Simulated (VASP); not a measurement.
# BaO (Fm-3m) in VASP: notebook

Runs on BaO. Level: PBE. Tasks: electric field gradients.

Program: VASP 6.6.1. These are calculated values, not measurements. Logs are shortened: lines on timing, memory, paths and dates and some standing lists are left out, and cuts for length are marked.

## Step 1: The cell of the first run

The structure is cubic, space group Fm-3m (No. 225). Conventional cell: a = 5.407 Å, b = 5.407 Å, c = 5.407 Å, α = 90.00°, β = 90.00°, γ = 90.00°. Ba (site symmetry m-3m) has 6 O at 2.70 Å within 3.6 Å. Within 3.6 Å of O (site symmetry m-3m) lie 6 Ba at 2.70 Å.

## Step 2: Electric field gradients, PBE (volume scaled by 0.95)

INCAR

```
SYSTEM = BaO
PREC = Accurate
ENCUT = 520
EDIFF = 1E-8
ISMEAR = -1
SIGMA = 0.02
LREAL = .False.
LASPH = .True.
NELM = 120
ALGO = Normal
ISIF = 2
LWAVE = .False.
LCHARG = .False.
GGA = PE
LEFG = .True.
NBANDS = 15
GGA_COMPAT = .False.
```

KPOINTS

```
Automatic mesh
0
Gamma
  9 9 9
  0 0 0
```

POSCAR

```
BaO
1.0
    0.0000000000      2.7033808244      2.7033808244
    2.7033808244      0.0000000000      2.7033808244
    2.7033808244      2.7033808244      0.0000000000
Ba O
1 1
Direct
    0.0000000000      0.0000000000      0.0000000000
    0.5000000000      0.5000000000      0.5000000000
```

Potentials or basis: VASP PAW PBE potentials, release 64 (Ba_sv, O).

Launch:

```bash
$ cat potpaw_PBE.64/Ba_sv/POTCAR potpaw_PBE.64/O/POTCAR > POTCAR
$ mpirun -np 1 vasp_std > vasp.out
```

OUTCAR:

```text
SYSTEM = BaO
   PREC = Accurate
   ENCUT = 520
   EDIFF = 1E-8
   ISMEAR = -1
   LREAL = .False.
   LASPH = .True.
   NELM = 120
   ISIF = 2
   GGA = PE

 ion  position               nearest neighbor table
   1  0.000  0.000  0.000-   2 2.70   2 2.70   2 2.70   2 2.70   2 2.70   2 2.70
   2  0.500  0.500  0.500-   1 2.70   1 2.70   1 2.70   1 2.70   1 2.70   1 2.70

  LATTYP: Found a face centered cubic cell.
 ALAT       =     5.4067616488

  Lattice vectors:

 A1 = (   0.0000000000,   2.7033808244,   2.7033808244)
 A2 = (   2.7033808244,   0.0000000000,   2.7033808244)
 A3 = (   2.7033808244,   2.7033808244,   0.0000000000)

Analysis of symmetry for initial positions (statically):
=====================================================================
 Subroutine PRICEL returns:
 Original cell was already a primitive cell.

 Routine SETGRP: Setting up the symmetry group for a
 face centered cubic supercell.

 Subroutine GETGRP returns: Found 48 space group operations
 (whereof 48 operations were pure point group operations)
 out of a pool of 48 trial point group operations.

The static configuration has the point symmetry O_h .

Analysis of symmetry for dynamics (positions and initial velocities):
=====================================================================
 Subroutine PRICEL returns:
 Original cell was already a primitive cell.

 Routine SETGRP: Setting up the symmetry group for a
 face centered cubic supercell.

 Subroutine GETGRP returns: Found 48 space group operations
 (whereof 48 operations were pure point group operations)
 out of a pool of 48 trial point group operations.

The dynamic configuration has the point symmetry O_h .

 Subroutine INISYM returns: Found 48 space group operations
 (whereof 48 operations are pure point group operations),
 and found     1 'primitive' translations

----------------------------------------------------------------------------------------

                                     Primitive cell

  volume of cell :      39.5141

  direct lattice vectors                    reciprocal lattice vectors
     0.000000000  2.703380824  2.703380824    -0.184953594  0.184953594  0.184953594
     2.703380824  0.000000000  2.703380824     0.184953594 -0.184953594  0.184953594
     2.703380824  2.703380824  0.000000000     0.184953594  0.184953594 -0.184953594

  length of vectors
     3.823157826  3.823157826  3.823157826     0.320349022  0.320349022  0.320349022

  position of ions in fractional coordinates (direct lattice)
     0.000000000  0.000000000  0.000000000
     0.500000000  0.500000000  0.500000000

  ion indices of the primitive-cell ions
   primitive index   ion index
                 1           1
                 2           2

----------------------------------------------------------------------------------------

 KPOINTS: Automatic mesh

Automatic generation of k-mesh.
 Grid dimensions read from file:
 generate k-points for:    9    9    9

 Generating k-lattice:

  Cartesian coordinates                     Fractional coordinates (reciprocal lattice)
    -0.020550399  0.020550399  0.020550399     0.111111111  0.000000000  0.000000000
     0.020550399 -0.020550399  0.020550399     0.000000000  0.111111111  0.000000000
     0.020550399  0.020550399 -0.020550399     0.000000000  0.000000000  0.111111111

  Length of vectors
     0.035594336  0.035594336  0.035594336

  Shift w.r.t. Gamma in fractional coordinates (k-lattice)
     0.000000000  0.000000000  0.000000000

 Subroutine IBZKPT returns following result:
 ===========================================

 Found     35 irreducible k-points:

 Following reciprocal coordinates:
            Coordinates               Weight
  0.000000  0.000000  0.000000      1.000000
  0.111111  0.000000  0.000000      8.000000
  0.222222  0.000000  0.000000      8.000000
  0.333333  0.000000  0.000000      8.000000
  0.444444  0.000000  0.000000      8.000000
  0.111111  0.111111  0.000000      6.000000
[... 16 lines left out ...]
 -0.333333  0.333333  0.000000     12.000000
  0.444444  0.444444  0.000000      6.000000
 [... further k-points ...]
   k-points           NKPTS =     35   k-points in BZ     NKDIM =     35   number of bands    NBANDS=     15
   number of dos      NEDOS =    301   number of ions     NIONS =      2
   total plane-waves  NPLWV =  21952
   dimension x,y,z NGX =    28 NGY =   28 NGZ =   28
   dimension x,y,z NGXF=    56 NGYF=   56 NGZF=   56
   ions per type =               1   1
   NGX,Y,Z   is equivalent  to a cutoff of  12.18, 12.18, 12.18 a.u.
   NGXF,Y,Z  is equivalent  to a cutoff of  24.35, 24.35, 24.35 a.u.
 SYSTEM =  BaO
   PREC   = accura    normal or accurate (medium, high low for compatibility)
   ISTART =      0    job   : 0-new  1-cont  2-samecut
   ICHARG =      2    charge: 1-file 2-atom 10-const
   ISPIN  =      1    spin polarized calculation?
   LNONCOLLINEAR =      F non collinear calculations
   LSORBIT =      F    spin-orbit coupling
   LASPH  =      T    aspherical Exc in radial PAW
   ENCUT  =  520.0 eV  38.22 Ry    6.18 a.u.   7.11  7.11  7.11*2*pi/ulx,y,z
   NELM   =    120;   NELMIN=  2; NELMDL= -5     # of ELM steps
   EDIFF  = 0.1E-07   stopping-criterion for ELM
   LREAL  =      F    real-space projection
   EDIFFG = 0.1E-06   stopping-criterion for IOM
   NSW    =      0    number of steps for IOM
   IBRION =     -1    ionic relax: 0-MD 1-quasi-New 2-CG
   NFREE  =      0    steps in history (QN), initial steepest desc. (CG)
   ISIF   =      2    stress and relaxation
   ISYM   =      2    0-nonsym 1-usesym 2-fastsym
   POTIM  = 0.5000    time-step for ionic-motion
   TEBEG  =    0.0;   TEEND  =   0.0 temperature during run
   PSTRESS=    0.0 pullay stress
   NELECT =      16.0000    total number of electrons
   NUPDOWN=      -1.0000    fix difference up-down
   EMIN   =  10.00;   EMAX   =-10.00  energy-range for DOS
   EFERMI =   0.00;   METHOD = LEGACY
   ISMEAR =    -1;   SIGMA  =   0.02  broadening in eV -4-tet -1-fermi 0-gaus
   EFERMI_NEDOS =   21; number of points for ismear=-14 and -15
   IALGO  =     38    algorithm
   IMIX   =      4    mixing-type and parameters
     AMIX     =   0.40;   BMIX     =  1.00
     AMIX_MAG =   1.60;   BMIX_MAG =  1.00
  volume/ion in A,a.u.               =      19.76       133.33
  Fermi-wavevector in a.u.,A,eV,Ry     =   1.211149  2.288740 19.958142  1.466882
  Thomas-Fermi vector in A             =   2.346674
   LORBIT       =      0    0 simple, 1 ext, 2 COOP (PROOUT), +10 PAW based schemes
   GGA     = PE    functional components
[... 5 lines left out ...]
 non-spin polarized calculation
  energy-cutoff  :      520.00
  volume of cell :       39.51
 maximum number of plane-waves:      1075
   NGX = 15   NGY = 15   NGZ = 15

 number of electron      15.9999998 magnetization

 Free energy of the ion-electron system (eV)
  ---------------------------------------------------
  ext. energy  EPLUGINS =         0.00000000
  ---------------------------------------------------
  free energy    TOTEN  =       -11.67366869 eV

  energy without entropy =      -11.67366869  energy(sigma->0) =      -11.67366869

 E-fermi :   2.8981     XC(G=0):  -9.9595

 val. band max:        2.3854308853   @ k =  -0.4444   0.4444   0.0000
 cond. band min:       4.1726131151   @ k =   0.4444   0.4444   0.0000
 fundamental gap:      1.7871822299
 Fermi energy:         2.8980641691

 k-point     1 :       0.0000    0.0000    0.0000
  band No.  band energies     occupation
      1     -23.5423      2.00000
      2     -12.8278      2.00000
      3      -7.8916      2.00000
      4      -7.8916      2.00000
      5      -7.8916      2.00000
      6       1.8723      2.00000
      7       1.8723      2.00000
      8       1.8723      2.00000
      9       6.2743      0.00000
     10       7.0319      0.00000
     11       7.0319      0.00000
     12       7.0319      0.00000
     13       9.4874      0.00000
     14       9.4874      0.00000
     15      12.4161      0.00000
[... 397 lines left out ...]
 k-point    24 :       0.4444    0.4444    0.0000
  band No.  band energies     occupation
      1     -23.1133      2.00000
      2     -13.1211      2.00000
      3      -9.5843      2.00000
      4      -8.5915      2.00000
      5      -8.5915      2.00000
      6       2.1301      2.00000
      7       2.1301      2.00000
      8       2.2577      2.00000
      9       4.1726      0.00000
     10       8.7107      0.00000
     11      11.5230      0.00000
     12      12.1363      0.00000
     13      12.3387      0.00000
     14      12.3387      0.00000
     15      16.9667      0.00000

 [... further k-points ...]
[... 5 lines left out ...]
  --------------------------------------------------------------------------------------
  -------------------------------------------------------------------------------------
  Total        2.4800653      2.4800653      2.4800653      0.0000000      0.0000000      0.0000000
  in kB      100.5592463    100.5592463    100.5592463      0.0000000      0.0000000      0.0000000
  external PRESSURE =     100.5592463 kB  Pullay stress =       0.0000000 kB

 VOLUME and BASIS-vectors are now :
 -----------------------------------------------------------------------------
  energy-cutoff  :      520.00
  volume of cell :       39.51
      direct lattice vectors                 reciprocal lattice vectors
     0.000000000  2.703380824  2.703380824    -0.184953594  0.184953594  0.184953594
     2.703380824  0.000000000  2.703380824     0.184953594 -0.184953594  0.184953594
     2.703380824  2.703380824  0.000000000     0.184953594  0.184953594 -0.184953594

 POSITION                                       TOTAL-FORCE (eV/Angst)
 -----------------------------------------------------------------------------------
      0.00000      0.00000      0.00000         0.000000      0.000000      0.000000
      2.70338      2.70338      2.70338         0.000000      0.000000     -0.000000
 -----------------------------------------------------------------------------------
    total drift:                                0.000000      0.000000      0.000000

  FREE ENERGIE OF THE ION-ELECTRON SYSTEM (eV)
  ---------------------------------------------------
  free  energy   TOTEN  =       -11.6736686929 eV

  energy  without entropy=      -11.6736686929  energy(sigma->0) =      -11.67366869

 Electric field gradients (V/A^2)
---------------------------------------------------------------------
 ion       V_xx      V_yy      V_zz      V_xy      V_xz      V_yz
---------------------------------------------------------------------
   1      -0.000    -0.000    -0.000     0.000     0.000     0.000
   2      -0.000    -0.000     0.000     0.004     0.004     0.004
---------------------------------------------------------------------

 Electric field gradients after diagonalization (V/A^2)
 (convention: |V_zz| > |V_xx| > |V_yy|)
----------------------------------------------------------------------
 ion       V_xx      V_yy      V_zz     asymmetry (V_yy - V_xx)/ V_zz
----------------------------------------------------------------------
   1      -0.000    -0.000     0.000       0.000
   2      -0.004    -0.004     0.008       0.000
----------------------------------------------------------------------

           NMR quadrupolar parameters

 Cq : quadrupolar parameter    Cq=e*Q*V_zz/h
 eta: asymmetry parameters     (V_yy - V_xx)/ V_zz
 Q  : nuclear electric quadrupole moment in mb (millibarn)
----------------------------------------------------------------------
 ion       Cq(MHz)       eta       Q (mb)
----------------------------------------------------------------------
   1       0.000       0.000       1.000
   2       0.000       0.000       1.000
----------------------------------------------------------------------
```

Wall time 35 s (1 thread of Intel Xeon Platinum 8259CL at 2.50GHz (Skylake/Cascade Lake), shared host); peak memory 0.16 GiB.

Results:

| Quantity | Value |
| --- | --- |
| Free energy | -11.6737 eV |
| Pressure | 10.1 GPa |
| Band gap on the k mesh | 1.79 eV, indirect (least direct gap 1.91 eV) |

Caveat: without QUAD_EFG the Cq values of the log hold for a quadrupole moment of 1 mb, not for the nuclei; spin-orbit coupling is left out, which moves the levels of the heavy elements. A k mesh can miss the band edges.

(Continued in part 2 of 3.)
